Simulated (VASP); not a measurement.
Runs of VASP 6.6.1 on Ir. The structure is that of space group Fm-3m (No. 225), or close to it. The cells are those of the table. 

```csv
task,level,cell,cutoff (eV),gap on the mesh (eV),pressure (GPa),relaxed volume (Å³/atom)
single point,PBE+D4,"a = 2.714 Å, angles 60.0°, 1 atom",520,none,0.6,-
single point,revPBE+D3(BJ),"a = 2.705 Å, angles 60.0°, 1 atom",520,none,0.6,-
relaxation of cell and atoms,PBE+D4,"relaxed from a = 2.709 Å, angles 60.0°, 1 atom",600,none,0.0,(a)
single point,PBE+D3(BJ),"a = 2.716 Å, angles 60.0°, 1 atom",520,none,0.6,-
relaxation of cell and atoms,PBE+D3(BJ),"relaxed from a = 2.709 Å, angles 60.0°, 1 atom",600,none,0.0,14.20
relaxation of cell and atoms,revPBE+D3(BJ),"relaxed from a = 2.709 Å, angles 60.0°, 1 atom",600,none,0.0,14.02
```

Alike in all rows: potentials or basis VASP PAW PBE potentials, release 64 (Ir); no spin polarisation; k mesh 13 × 13 × 13; smearing methfessel-paxton 0.05 eV.

**Question.** Estimate the missing entries.

**Answer.** (a) 14.17.

Caveats: spin-orbit coupling is left out, which moves the levels of the heavy elements; pairwise dispersion overbinds metals, which lowers pressure and volume; the PAW data sets were made with another functional, which shifts forces and pressure a little (some runs).

A k mesh can miss the band edges, and the runs leave out spin-orbit coupling on Ir.

A gap of «none» marks levels without a gap at the run's occupations.
